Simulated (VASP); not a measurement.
Crystal: Mn2Te3S.

```xyz
6
Lattice="4.6531 0.0000 0.0000 -2.3266 4.0297 0.0000 0.0000 0.0000 9.6943" Properties=species:S:1:pos:R:3 pbc="T T T"
Mn    0.0000    2.6865    0.0000
Mn    2.3266    1.3432    0.0000
Te    0.0000    0.0000    2.1610
Te    0.0000    0.0000    7.5333
Te    0.0000    0.0000    4.8472
S     0.0000    0.0000    0.0000
```

The cell was generated, and may not be a known phase.

```yaml
Program: VASP 6.6.1
Task: relaxation of cell and atoms
Functional: PBE
Potentials_or_basis: VASP PAW PBE potentials, release 64 (Mn_pv, Te, S)
Cutoff: 600 eV
k_mesh: 3 × 3 × 2
Occupations: gaussian, width 0.15 eV
Spin: collinear spin, ferromagnetic start
Starting_moments: "[4.0, 4.0, 0.0, 0.0, 0.0, 0.0] μB"
```

At the start: pressure 8.8 GPa; volume 30.30 Å³/atom.

Problem. Where does the relaxation end?

Solution. Over 19 steps the energy falls by 709.7 meV/atom and the volume is 28.02 Å³/atom (-7.5 %); space group P6/mmm (No. 191, to 0.1 Å) before and after; moment 1.39 μB per cell.

Step by step:
```tsv
step	energy change (eV)	largest force (eV/Å)	pressure (GPa)	volume (Å³)
1	0.0000	5.7053	8.81	181.77
2	-0.4009	0.6408	-9.34	223.27
3	-0.5757	0.6233	-9.02	217.93
4	-0.6711	0.6471	-8.72	214.08
5	-0.6799	0.9181	-7.31	205.41
6	-0.7222	0.7575	-7.99	209.02
7	-3.5980	0.5173	-4.95	172.44
8	-3.8372	0.4869	-2.63	165.62
9	-3.9359	0.5636	2.86	152.25
10	-3.9533	0.5485	1.03	155.80
11	-3.9527	0.5550	1.54	154.79
12	-4.0424	0.5690	1.28	156.97
13	-4.1432	0.6299	1.05	163.14
14	-4.2096	0.4814	-0.55	168.13
15	-4.2203	0.3967	-1.22	171.21
16	-4.2518	0.1224	-0.39	169.23
17	-4.2544	0.0092	-0.02	168.52
18	-4.2581	0.0441	0.35	168.15
19	-4.2581	0.0483	0.37	168.11
```

Final structure:
```
CELL_PARAMETERS angstrom
3.80116 0.00000 0.00000
-1.90058 3.29190 0.00000
0.00000 0.00000 13.43472
ATOMIC_POSITIONS crystal
Mn 0.33333 0.66667 0.00000
Mn 0.66667 0.33333 0.00000
Te 0.00000 0.00000 0.27966
Te 0.00000 0.00000 0.72034
Te 0.00000 0.00000 0.50000
S 0.00000 0.00000 0.00000
```

Caveat: the k points lie up to 0.64 Å⁻¹ apart in the final cell; a cell axis changed by over 15 % at a fixed basis, so the end point is rough; this functional lacks dispersion, which binds layers or chains, so the pressure and a relaxed spacing across them are unreliable; the run started ferromagnetic, and an antiferromagnetic order may lie lower in energy; the relaxation stopped at a loose force limit of 0.08 eV/Å, so its end isn't a converged minimum.
